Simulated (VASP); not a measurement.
# SiC (R3m) in VASP: further runs, part 2 of 2

VASP 6.6.1. The steps go on from the part before.

## Step 4: Single point, PBE (mode 4 (793.9 1/cm) frozen in, largest displacement -0.030 Å)

Contents of INCAR:

```
SYSTEM = SiC
PREC = Accurate ; ENCUT = 520
EDIFF = 1E-6 ; ISMEAR = 0
SIGMA = 0.05 ; LREAL = .False.
LASPH = .True. ; NELM = 60
ALGO = Normal ; ISIF = 2
LWAVE = .False. ; LCHARG = .True.
GGA = PE ; LELF = .True.
LVHAR = .True. ; NBANDS = 11
```

Contents of KPOINTS:

```
Automatic mesh
0
Gamma
  12 12 12
  0 0 0
```

Contents of POSCAR:

```
SiC
1.0
    0.0000000000      2.1740000000      2.1740000000
    2.1740000000      0.0000000000      2.1740000000
    2.1740000000      2.1740000000      0.0000000000
Si C
1 1
Direct
    0.0017036322      0.0017036322      0.0017036322
    0.7460164425      0.7460164425      0.7460164425
```

Potentials or basis: VASP PAW PBE potentials, release 64 (Si, C).

The run is started by

```bash
> cat potpaw_PBE.64/Si/POTCAR potpaw_PBE.64/C/POTCAR > POTCAR
> mpirun -np 1 vasp_std > vasp.out
```

OUTCAR:

```text
SYSTEM = SiC
   PREC = Accurate
   ENCUT = 520
   EDIFF = 1E-6
   ISMEAR = 0
   LREAL = .False.
   LASPH = .True.
   NELM = 60
   ISIF = 2
   GGA = PE

 ion  position               nearest neighbor table
   1  0.002  0.002  0.002-   2 1.87   2 1.87   2 1.87   2 1.93
   2  0.746  0.746  0.746-   1 1.87   1 1.87   1 1.87   1 1.93

  LATTYP: Found a face centered cubic cell.
 ALAT       =     4.3480000000

  Lattice vectors:

 A1 = (   0.0000000000,   2.1740000000,   2.1740000000)
 A2 = (   2.1740000000,   0.0000000000,   2.1740000000)
 A3 = (   2.1740000000,   2.1740000000,   0.0000000000)
[... 512 lines left out ...]
      7      16.1852      0.00000
      8      18.5014      0.00000
      9      22.1486      0.00000
     10      24.6897      0.00000
     11      24.9378      0.00000

 [... further k-points ...]
[... 5 lines left out ...]
  --------------------------------------------------------------------------------------
  -------------------------------------------------------------------------------------
  Total        0.6398992      0.6398992      0.6398992     -0.1925610     -0.1925610     -0.1925610
  in kB       49.8900054     49.8900054     49.8900054    -15.0130947    -15.0130947    -15.0130947
  external PRESSURE =      49.8900054 kB  Pullay stress =       0.0000000 kB

 VOLUME and BASIS-vectors are now :
 -----------------------------------------------------------------------------
  energy-cutoff  :      520.00
  volume of cell :       20.55
      direct lattice vectors                 reciprocal lattice vectors
     0.000000000  2.174000000  2.174000000    -0.229990800  0.229990800  0.229990800
     2.174000000  0.000000000  2.174000000     0.229990800 -0.229990800  0.229990800
     2.174000000  2.174000000  0.000000000     0.229990800  0.229990800 -0.229990800

 POSITION                                       TOTAL-FORCE (eV/Angst)
 -----------------------------------------------------------------------------------
      0.00741      0.00741      0.00741        -0.440484     -0.440484     -0.440484
      3.24368      3.24368      3.24368         0.440484      0.440484      0.440484
 -----------------------------------------------------------------------------------
    total drift:                                0.000054      0.000054      0.000054

  FREE ENERGIE OF THE ION-ELECTRON SYSTEM (eV)
  ---------------------------------------------------
  free  energy   TOTEN  =       -15.0374158651 eV

  energy  without entropy=      -15.0374158651  energy(sigma->0) =      -15.03741587
```

OSZICAR:

```text
N       E                     dE             d eps       ncg     rms          rms(c)
DAV:   1     0.392465923547E+01    0.39247E+01   -0.39799E+03  4297   0.615E+02
DAV:   2    -0.162740920753E+02   -0.20199E+02   -0.19085E+02  5171   0.109E+02
DAV:   3    -0.169149636290E+02   -0.64087E+00   -0.63959E+00  5072   0.164E+01
DAV:   4    -0.169174224902E+02   -0.24589E-02   -0.24587E-02  4741   0.130E+00
DAV:   5    -0.169174333340E+02   -0.10844E-04   -0.10844E-04  5133   0.801E-02    0.890E+00
DAV:   6    -0.150966838916E+02    0.18207E+01   -0.65239E+00  4674   0.115E+01    0.395E+00
DAV:   7    -0.150450138298E+02    0.51670E-01   -0.39533E-01  4989   0.359E+00    0.180E+00
DAV:   8    -0.150372007566E+02    0.78131E-02   -0.20509E-02  4653   0.953E-01    0.171E-01
DAV:   9    -0.150373041833E+02   -0.10343E-03   -0.16361E-03  5217   0.231E-01    0.113E-01
DAV:  10    -0.150374131152E+02   -0.10893E-03   -0.23449E-04  4617   0.935E-02    0.263E-02
DAV:  11    -0.150374155398E+02   -0.24246E-05   -0.40801E-05  4986   0.334E-02    0.697E-03
DAV:  12    -0.150374158651E+02   -0.32538E-06   -0.17488E-06  3579   0.813E-03
   1 F= -.15037416E+02 E0= -.15037416E+02  d E =-.479909E-17
```

Wall time 13 s (1 thread of Intel Xeon 6975P-C (Granite Rapids), shared host); peak memory 0.16 GiB.

What came out:

* Free energy: -15.0374 eV
* Pressure: 5.0 GPa
* Largest force: 0.763 eV/Å
* Band gap on the k mesh: 1.12 eV, indirect (least direct gap 4.48 eV)

Forces in eV/Å, atoms in the order of the input:
```
Si  -0.440 -0.440 -0.440
C    0.440  0.440  0.440
```

Stress tensor (GPa, compression positive):
```
 4.99 -1.50 -1.50
-1.50  4.99 -1.50
-1.50 -1.50  4.99
```

Levels at points of the mesh, in eV from the valence-band top:
```csv
k point,band 2,band 3,band 4,band 5,band 6,band 7
"(0.00, 0.00, 0.00)",-0.35,-0.35,0.00,6.07,7.04,7.17
"(0.50, 0.00, 0.00)",-8.85,-1.41,-1.10,5.25,6.87,7.23
"(0.50, 0.50, 0.50)",-8.66,-1.36,-1.36,5.27,6.95,6.95
"(0.50, 0.50, 0.00)",-8.05,-3.49,-3.36,1.12,4.11,13.88
```

Caveat: the cell differs from its parent crystal (mode 4 (793.9 1/cm) frozen in, largest displacement -0.030 Å). A k mesh can miss the band edges.

## Step 5: Single point, PBE (mode 4 (793.9 1/cm) frozen in, largest displacement +0.105 Å)

Contents of INCAR:

```
SYSTEM = SiC
ALGO = Normal ; EDIFF = 1E-6
ENCUT = 520 ; GGA = PE
ISIF = 2 ; ISMEAR = 0
LASPH = .True. ; LCHARG = .False.
LREAL = .False. ; LWAVE = .False.
NBANDS = 11 ; NELM = 80
PREC = Accurate ; SIGMA = 0.05
```

Contents of KPOINTS:

```
k-points
0
Gamma
  12 12 12
  0 0 0
```

Contents of POSCAR:

```
SiC
1.0
    0.0000000000      2.1740000000      2.1740000000
    2.1740000000      0.0000000000      2.1740000000
    2.1740000000      2.1740000000      0.0000000000
Si C
1 1
Direct
   -0.0059627126     -0.0059627126     -0.0059627126
    0.7639424513      0.7639424513      0.7639424513
```

Potentials or basis: VASP PAW PBE potentials, release 64 (Si, C).

The run is started by

```bash
> cat potpaw_PBE.64/Si/POTCAR potpaw_PBE.64/C/POTCAR > POTCAR
> mpirun -np 1 vasp_std > vasp.out
```

OUTCAR:

```text
SYSTEM = SiC
   EDIFF = 1E-6
   ENCUT = 520
   GGA = PE
   ISIF = 2
   ISMEAR = 0
   LASPH = .True.
   LREAL = .False.
   NELM = 80
   PREC = Accurate

 ion  position               nearest neighbor table
   1  0.994  0.994  0.994-   2 1.73   2 1.94   2 1.94   2 1.94
   2  0.764  0.764  0.764-   1 1.73   1 1.94   1 1.94   1 1.94

  LATTYP: Found a face centered cubic cell.
 ALAT       =     4.3480000000

  Lattice vectors:

 A1 = (   0.0000000000,   2.1740000000,   2.1740000000)
 A2 = (   2.1740000000,   0.0000000000,   2.1740000000)
 A3 = (   2.1740000000,   2.1740000000,   0.0000000000)

Analysis of symmetry for initial positions (statically):
=====================================================================
 Subroutine PRICEL returns:
 Original cell was already a primitive cell.

 Routine SETGRP: Setting up the symmetry group for a
 face centered cubic supercell.

 Subroutine GETGRP returns: Found  6 space group operations
 (whereof  6 operations were pure point group operations)
 out of a pool of 48 trial point group operations.

The static configuration has the point symmetry C_3v.

Analysis of symmetry for dynamics (positions and initial velocities):
=====================================================================
 Subroutine PRICEL returns:
 Original cell was already a primitive cell.

 Routine SETGRP: Setting up the symmetry group for a
 face centered cubic supercell.

 Subroutine GETGRP returns: Found  6 space group operations
 (whereof  6 operations were pure point group operations)
 out of a pool of 48 trial point group operations.

The dynamic configuration has the point symmetry C_3v.

 Subroutine INISYM returns: Found  6 space group operations
 (whereof  6 operations are pure point group operations),
 and found     1 'primitive' translations

----------------------------------------------------------------------------------------

                                     Primitive cell

  volume of cell :      20.5498

  direct lattice vectors                    reciprocal lattice vectors
[... 112 lines left out ...]
   GGA     = PE    functional components
   LHFCALC =     F    Hartree Fock is set to
   AEXX    =    0.0000 exact exchange contribution
   IVDW    =     0    specifies the selected vdW correction
   LEPSILON=     F    determine dielectric tensor
   LRPA    =     F    only Hartree local field effects (RPA)
 non-spin polarized calculation
 Gauss-broadening in eV      SIGMA  =   0.05
  energy-cutoff  :      520.00
  volume of cell :       20.55
 maximum number of plane-waves:       568
   NGX = 11   NGY = 11   NGZ = 11

 number of electron       8.0000000 magnetization

 Free energy of the ion-electron system (eV)
  ---------------------------------------------------
  ext. energy  EPLUGINS =         0.00000000
  ---------------------------------------------------
  free energy    TOTEN  =       -14.78533672 eV

  energy without entropy =      -14.78533672  energy(sigma->0) =      -14.78533672

 E-fermi :   8.8700     XC(G=0): -11.3860

 val. band max:        8.5554911045   @ k =   0.0000   0.0000   0.0000
 cond. band min:       9.4704745400   @ k =   0.5000   0.5000   0.0000
 fundamental gap:      0.9149834355
 Fermi energy:         8.8699911224

 k-point     1 :       0.0000    0.0000    0.0000
  band No.  band energies     occupation
      1      -7.2925      2.00000
      2       7.3186      2.00000
      3       8.5555      2.00000
      4       8.5555      2.00000
      5      14.4036      0.00000
      6      15.3531      0.00000
      7      15.3531      0.00000
      8      16.0086      0.00000
      9      22.6758      0.00000
     10      22.6758      0.00000
     11      24.6881      0.00000
[... 309 lines left out ...]
 k-point    24 :       0.4167    0.0833    0.0000
  band No.  band energies     occupation
      1      -4.4959      2.00000
      2       1.0633      2.00000
      3       6.3049      2.00000
      4       7.2766      2.00000
      5      13.6511      0.00000
      6      14.9426      0.00000
      7      16.5710      0.00000
      8      18.5312      0.00000
      9      22.2089      0.00000
     10      24.5778      0.00000
     11      24.9835      0.00000

 [... further k-points ...]
[... 5 lines left out ...]
  --------------------------------------------------------------------------------------
  -------------------------------------------------------------------------------------
  Total        1.0535065      1.0535065      1.0535065      1.1133361      1.1133361      1.1133361
  in kB       82.1370694     82.1370694     82.1370694     86.8017034     86.8017034     86.8017034
  external PRESSURE =      82.1370694 kB  Pullay stress =       0.0000000 kB

 VOLUME and BASIS-vectors are now :
 -----------------------------------------------------------------------------
  energy-cutoff  :      520.00
  volume of cell :       20.55
      direct lattice vectors                 reciprocal lattice vectors
     0.000000000  2.174000000  2.174000000    -0.229990800  0.229990800  0.229990800
     2.174000000  0.000000000  2.174000000     0.229990800 -0.229990800  0.229990800
     2.174000000  2.174000000  0.000000000     0.229990800  0.229990800 -0.229990800

 POSITION                                       TOTAL-FORCE (eV/Angst)
 -----------------------------------------------------------------------------------
      4.32207      4.32207      4.32207         2.282699      2.282699      2.282699
      3.32162      3.32162      3.32162        -2.282699     -2.282699     -2.282699
 -----------------------------------------------------------------------------------
    total drift:                               -0.000034     -0.000034     -0.000034

  FREE ENERGIE OF THE ION-ELECTRON SYSTEM (eV)
  ---------------------------------------------------
  free  energy   TOTEN  =       -14.7853367199 eV

  energy  without entropy=      -14.7853367199  energy(sigma->0) =      -14.78533672
```

OSZICAR:

```text
N       E                     dE             d eps       ncg     rms          rms(c)
DAV:   1     0.421315190299E+01    0.42132E+01   -0.39809E+03  4313   0.615E+02
DAV:   2    -0.161040689273E+02   -0.20317E+02   -0.19109E+02  5173   0.109E+02
DAV:   3    -0.167505355882E+02   -0.64647E+00   -0.64530E+00  5108   0.164E+01
DAV:   4    -0.167530015516E+02   -0.24660E-02   -0.24658E-02  4734   0.129E+00
DAV:   5    -0.167530127406E+02   -0.11189E-04   -0.11189E-04  5125   0.809E-02    0.912E+00
DAV:   6    -0.148478013148E+02    0.19052E+01   -0.68777E+00  4602   0.118E+01    0.399E+00
DAV:   7    -0.147934668503E+02    0.54334E-01   -0.40803E-01  5037   0.368E+00    0.184E+00
DAV:   8    -0.147851290935E+02    0.83378E-02   -0.22347E-02  4647   0.995E-01    0.178E-01
DAV:   9    -0.147852270515E+02   -0.97958E-04   -0.17734E-03  5062   0.247E-01    0.115E-01
DAV:  10    -0.147853296851E+02   -0.10263E-03   -0.24292E-04  4572   0.979E-02    0.314E-02
DAV:  11    -0.147853364170E+02   -0.67318E-05   -0.31212E-05  4998   0.321E-02    0.100E-02
DAV:  12    -0.147853367199E+02   -0.30292E-06   -0.19348E-06  3944   0.944E-03
   1 F= -.14785337E+02 E0= -.14785337E+02  d E =-.214503E-21
```

stdout:

```text
POSCAR found type information on POSCAR SiC
 POSCAR found :  2 types and       2 ions
 scaLAPACK will be used
 LDA part: xc-table for (Slater+PW92), standard interpolation
 POSCAR, INCAR and KPOINTS ok, starting setup
 FFT: planning ... GRIDC
 FFT: planning ... GRID_SOFT
 FFT: planning ... GRID
 WAVECAR not read
 entering main loop
```

It took 12 s on 1 thread of Intel Xeon 6975P-C (Granite Rapids), shared host; peak memory 0.16 GiB.

Results:

```yaml
Free_energy: -14.7853 eV
Pressure: 8.2 GPa
Largest_force: 3.954 eV/Å
Band_gap_on_the_k_mesh: 0.92 eV, indirect (least direct gap 4.29 eV)
```

Forces in eV/Å, atoms in the order of the input:
```
Si   2.283  2.283  2.283
C   -2.283 -2.283 -2.283
```

Levels at points of the mesh, in eV from the valence-band top:
```
           k point  band 1  band 2  band 3  band 4  band 5  band 6  band 7  band 8
(0.00, 0.00, 0.00)  -15.85   -1.24    0.00    0.00    5.85    6.80    6.80    7.45
(0.50, 0.00, 0.00)  -12.35   -8.78   -2.02   -0.98    5.01    6.14    7.44    9.71
(0.50, 0.50, 0.50)  -12.04   -9.47   -1.21   -1.21    5.10    7.13    7.13    9.58
(0.50, 0.50, 0.00)  -10.85   -8.20   -3.72   -3.38    0.91    3.90   13.64   13.79
```

Caveat: the cell differs from its parent crystal (mode 4 (793.9 1/cm) frozen in, largest displacement +0.105 Å); forces of over 1 eV/Å act on the atoms, so gaps and moduli don't describe the material at rest. A k mesh can miss the band edges.
